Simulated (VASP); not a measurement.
KCdCO3F: single point with LDA

Crystal: KCdCO3F.

```
K Cd C O F
1.0
     5.02813    0.00000    0.00000
    -2.51407    4.35449    0.00000
     0.00000    0.00000    8.73120
K Cd C O F
2 2 2 6 2
Direct
  0.66667 0.33333 0.50000
  0.66667 0.33333 0.00000
  0.00000 0.00000 0.25000
  0.00000 0.00000 0.75000
  0.33333 0.66667 0.25000
  0.33333 0.66667 0.75000
  0.41280 0.95182 0.25000
  0.53902 0.58720 0.25000
  0.04818 0.46098 0.25000
  0.04818 0.58720 0.75000
  0.41280 0.46098 0.75000
  0.53902 0.95182 0.75000
  0.00000 0.00000 0.50000
  0.00000 0.00000 0.00000
```

- Program: VASP 6.6.1
- Task: single point
- Functional: LDA
- Potentials or basis: VASP PAW LDA potentials, release 64 (K_sv, Cd, C, O, F)
- Cutoff: 520 eV
- k mesh: 6 × 6 × 4
- Occupations: fermi-dirac, width 0.02 eV
- Spin: no spin polarisation

- Pressure: 1.4 GPa
- Largest force: 0.338 eV/Å
- Band gap on the k mesh: 3.13 eV

Forces in eV/Å, atoms in the order of the input:
```
K    0.000  0.000  0.000
K    0.000  0.000  0.000
Cd   0.000  0.000  0.000
Cd   0.000  0.000  0.000
C    0.000  0.000  0.000
C    0.000  0.000  0.000
O   -0.028  0.337  0.000
O    0.306 -0.145  0.000
O   -0.278 -0.192  0.000
O   -0.306 -0.145  0.000
O    0.278 -0.192  0.000
O    0.028  0.337  0.000
F    0.000  0.000  0.000
F    0.000  0.000  0.000
```

Stress tensor (GPa, compression positive):
```
1.70 0.00 0.00
0.00 1.70 0.00
0.00 0.00 0.66
```

Levels at points of the mesh, in eV from the valence-band top:
| k point | band 47 | band 48 | band 49 | band 50 | band 51 | band 52 | band 53 | band 54 |
| --- | --- | --- | --- | --- | --- | --- | --- | --- |
| (0.00, 0.00, 0.00) | -1.39 | -1.39 | -0.81 | 0.00 | 3.13 | 5.12 | 5.47 | 5.85 |
| (0.50, 0.00, 0.00) | -1.35 | -0.70 | -0.06 | -0.04 | 5.06 | 5.88 | 5.91 | 6.13 |
| (0.00, 0.00, 0.50) | -1.42 | -1.42 | -0.39 | -0.39 | 3.86 | 3.86 | 5.62 | 5.62 |
| (0.50, 0.00, 0.50) | -1.31 | -1.31 | -0.06 | -0.06 | 5.56 | 5.56 | 5.85 | 5.85 |

Run time: 3.6 min on 1 thread of AMD EPYC 9R45 96-Core Processor (Zen 5), with other jobs on the host, peak memory 0.37 GiB.

A k mesh can miss the band edges. A hybrid or GW would open this gap; LDA tends to underestimate it.
